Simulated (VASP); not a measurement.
Wanted: the native input for a VASP 6.6.1 run.

```yaml
Task: single point
Functional: LDA
Potentials_or_basis: VASP PAW LDA potentials, release 64 (Li_sv, H, Pd)
Cutoff: 520 eV
k_mesh: 10 × 10 × 7
Occupations: gaussian, width 0.15 eV
Spin: no spin polarisation
Dipole_correction: no
Further_INCAR_settings: ALGO = Normal; EDIFF = 1e-06; NBANDS = 14
```

The structure of LiHPd lies in POSCAR:

```
LiHPd
1.0
    2.8472854591      0.0000000000      0.0000000000
    0.0000000000      2.8472854591      0.0000000000
    0.0000000000      0.0000000000      3.9995795335
Li H Pd
1 1 1
Direct
    0.5000000000      0.5000000000      0.5000000000
    0.5000000000      0.5000000000      0.0000000000
    0.0000000000      0.0000000000      0.0000000000
```

These files were run (other wordings do the same):

INCAR

```
SYSTEM = LiHPd
PREC = Accurate
ENCUT = 520
EDIFF = 1E-6
ISMEAR = 0
SIGMA = 0.15
LREAL = .FALSE.
LASPH = .TRUE.
NELM = 100
ALGO = Normal
ISIF = 2
LWAVE = .FALSE.
LCHARG = .FALSE.
GGA = CA
NBANDS = 14
```

KPOINTS

```
Automatic mesh
0
G
  10 10 7
  0 0 0
```

Potentials or basis: VASP PAW LDA potentials, release 64 (Li_sv, H, Pd).

The run is started by

```bash
$ cat potpaw_LDA.64/Li_sv/POTCAR potpaw_LDA.64/H/POTCAR potpaw_LDA.64/Pd/POTCAR > POTCAR
$ mpirun -np 1 vasp_std > vasp.out
```

It gave:

| Item | Value |
| --- | --- |
| Band gap on the k mesh | zero (band 7 reaches 9.33 eV, above the bottom of band 8 at 3.90 eV) |

Wall time 11 s on 1 thread of Intel(R) Xeon(R) 6975P-C (Granite Rapids), with other jobs on the host, peak memory 0.16 GiB.
